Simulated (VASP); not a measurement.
Set up this calculation in VASP 6.6.1, as the native input.

* Task: single point
* Functional: PBE-based screened hybrid with 75 % exact exchange
* Potentials or basis: VASP PAW PBE potentials, release 64 (Pb_d, I)
* Cutoff: 400 eV
* k mesh: 6 × 6 × 2
* Occupations: gaussian, width 0.01 eV
* Spin: no spin polarisation
* Dipole correction: no
* Grid for exact exchange (PRECFOCK): Normal
* Share of exact exchange: 0.75
* Further INCAR settings: ALGO = Normal; EDIFF = 1e-06; NBANDS = 21
* Screening parameter: 0.5 1/Å

Crystal: PbI2.

```
CELL_PARAMETERS angstrom
4.56408 0.00000 0.00000
-2.28204 3.95261 0.00000
0.00000 0.00000 7.04751
ATOMIC_POSITIONS crystal
Pb 0.00000 0.00000 0.00000
I 0.33333 0.66667 0.26671
I 0.66667 0.33333 0.73329
```

The input as run:

POSCAR

```
PbI2
1.0
    4.5640816926      0.0000000000      0.0000000000
   -2.2820408463      3.9526106907      0.0000000000
    0.0000000000      0.0000000000      7.0475121411
Pb I
1 2
Direct
    0.0000000000      0.0000000000      0.0000000000
    0.3333333333      0.6666666667      0.2667068022
    0.6666666667      0.3333333333      0.7332931978
```

INCAR.step1

```
  PREC = Accurate
  ENCUT = 400
  EDIFF = 1E-5
  ISMEAR = 0
  SIGMA = 0.01
  LREAL = False
  LASPH = True
  NELM = 120
  ALGO = Normal
  ISIF = 2
  LWAVE = True
  LCHARG = False
  GGA = PE
  NBANDS = 21
  GGA_COMPAT = False
```

INCAR.step2

```
  PREC = Accurate
  ENCUT = 400
  EDIFF = 1E-6
  ISMEAR = 0
  SIGMA = 0.01
  LREAL = False
  LASPH = True
  NELM = 120
  ALGO = Normal
  ISIF = 2
  LWAVE = False
  LCHARG = False
  GGA = PE
  LHFCALC = True
  AEXX = 0.75
  HFSCREEN = 0.5
  PRECFOCK = Normal
  ISTART = 1
  NBANDS = 21
  GGA_COMPAT = False
```

KPOINTS

```
Automatic mesh
0
Gamma
  6 6 2
```

Potentials or basis: VASP PAW PBE potentials, release 64 (Pb_d, I).

Launch:

```bash
$ cat potpaw_PBE.64/Pb_d/POTCAR potpaw_PBE.64/I/POTCAR > POTCAR
$ cp INCAR.step1 INCAR
$ mpirun -np 1 vasp_std > vasp.out
$ cp INCAR.step2 INCAR
$ mpirun -np 1 vasp_std > vasp.out
```

It gave:

```
Pressure               : 0.1 GPa
Largest force          : 0.178 eV/Å
Band gap on the k mesh : 3.17 eV
```

Caveat: the k points lie up to 0.45 Å⁻¹ apart; the PAW data sets were made with another functional, which shifts forces and pressure a little; spin-orbit coupling is left out, which moves the levels of the heavy elements.

Run time: 25 min on 1 thread of Intel(R) Xeon(R) 6975P-C (Granite Rapids), on a shared host, peak memory 0.33 GiB.
